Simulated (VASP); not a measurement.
Runs of VASP 6.6.1 on Nb2O. The structure is that of space group Pn-3m (No. 224), or close to it. The cells are those of the table. 

```tsv
task	cell	k mesh	cutoff (eV)	gap on the mesh (eV)	pressure (GPa)	relaxed volume (Å³/atom)
single point	a = 4.598 Å, 6 atoms	4 × 4 × 4	520	none	-0.4	-
single point	a = 4.460 Å, 6 atoms	4 × 4 × 4	520	none	20.5	-
single point	a = 4.598 Å, 6 atoms	8 × 8 × 8	520	none	-0.4	-
relaxation of cell and atoms	relaxed from a = 4.598 Å, 6 atoms	8 × 8 × 8	600	none	0.0	16.17
relaxation of cell and atoms	relaxed from a = 4.460 Å, 6 atoms	4 × 4 × 4	600	none	-0.1	(a)
```

Alike in all rows: level PBE; potentials or basis VASP PAW PBE potentials, release 64 (Nb_sv, O); no spin polarisation; smearing gaussian 0.1 eV.

Problem. Estimate the missing entries.

Solution. (a) 16.18.

A k mesh can miss the band edges, and the runs leave out spin-orbit coupling on Nb.

A gap of «none» marks levels without a gap at the run's occupations.
